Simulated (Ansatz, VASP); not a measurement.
One calculation of La, two programs

Contents of INCAR:

```
SYSTEM = La
PREC = Accurate
ENCUT = 600
EDIFF = 1E-6
ISMEAR = -1
SIGMA = 0.08
LREAL = .False.
LASPH = .True.
NELM = 80
ALGO = Normal
ISIF = 3
LWAVE = .False.
LCHARG = .False.
GGA = CA
IBRION = 2
NSW = 60
EDIFFG = -0.005
```

KPOINTS

```
Automatic mesh
0
Gamma
  14 14 14
  0 0 0
```

File POSCAR:

```
La
1.0
   -2.0084641287      2.0084641287      2.0084641287
    2.0084641287     -2.0084641287      2.0084641287
    2.0084641287      2.0084641287     -2.0084641287
La
1
Direct
    0.0000000000      0.0000000000      0.0000000000
```

Input for Ansatz:

```yaml
crystal:
  lattice:
    - [-2.0084641287, 2.0084641287, 2.0084641287]
    - [2.0084641287, -2.0084641287, 2.0084641287]
    - [2.0084641287, 2.0084641287, -2.0084641287]
  atoms:
    - { symbol: La, position: [0.0, 0.0, 0.0] }
kpoints:
  mp_grid: { grid: [14, 14, 14] }
scf:
  occupations: { method: fermi_dirac, width: 0.08 }
hamiltonian:
  xc: lda
  pseudopotentials: { kind: paw }
output:
  forces: true
  stress: true
relax:
  f_tol: 0.005
  max_steps: 40
  cell: {}
```

Alike in both runs: task relaxation of cell and atoms; functional LDA; k mesh 14 × 14 × 14; occupations fermi-dirac, width 0.08 eV; no spin polarisation.

|  | VASP | Ansatz |
| --- | --- | --- |
| version | VASP 6.6.1 | Ansatz 0.2.0 |
| potentials or method | VASP PAW LDA potentials, release 64 (La) | PAW with Ansatz's default frozen-core files, scalar-relativistic |
| plane-wave cutoff (eV) | 600 | 420 |
| valence electrons in the cell | 11 | 11 |

```csv
,VASP,Ansatz,Ansatz less VASP
relaxed volume (Å³/atom),33.10,33.17,+0.071
relaxed cell length with the largest relative difference (Å),3.503,3.506,+0.0025
```

LDA's correlation is that of Perdew and Zunger in VASP and of Perdew and Wang (1992) in Ansatz.

Spin-orbit coupling is off throughout.
